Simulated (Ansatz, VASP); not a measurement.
**Ag: VASP beside Ansatz**

```xyz
1
Lattice="0.0000 2.0125 2.1044 2.0125 0.0000 2.1044 2.0125 2.0125 0.0000" Properties=species:S:1:pos:R:3 pbc="T T T"
Ag    0.0000    0.0000    0.0000
```

Change from the starting cell: strain -0.015 along x and y, +0.030 along z, atoms carried along.

Alike in both runs: task single point; functional PBEsol; k mesh 20 × 20 × 20; occupations gaussian, width 0.15 eV; no spin polarisation.

|  | VASP | Ansatz |
| --- | --- | --- |
| version | VASP 6.6.1 | Ansatz 0.2.0 |
| potentials or method | VASP PAW PBE potentials, release 64 (Ag), cutoff 520 eV | scalar-relativistic, plane waves, PAW |
| valence electrons in the cell | 11 | 19 |

```tsv
	VASP	Ansatz	Ansatz less VASP
gap on the k mesh at the Fermi level (eV)	none	none	-
pressure (GPa)	-2.7	-2.5	+0.20
traceless stress, the component that is largest in VASP (GPa)	-1.34	-1.35	-0.005
```

VASP's potentials were made for PBE, not for PBEsol. A gap of «none» marks a metal or a gap that the smearing closes. VASP's potentials hold 11 valence electrons a cell and Ansatz's 19, so a difference there can come from the potentials and not from the codes.
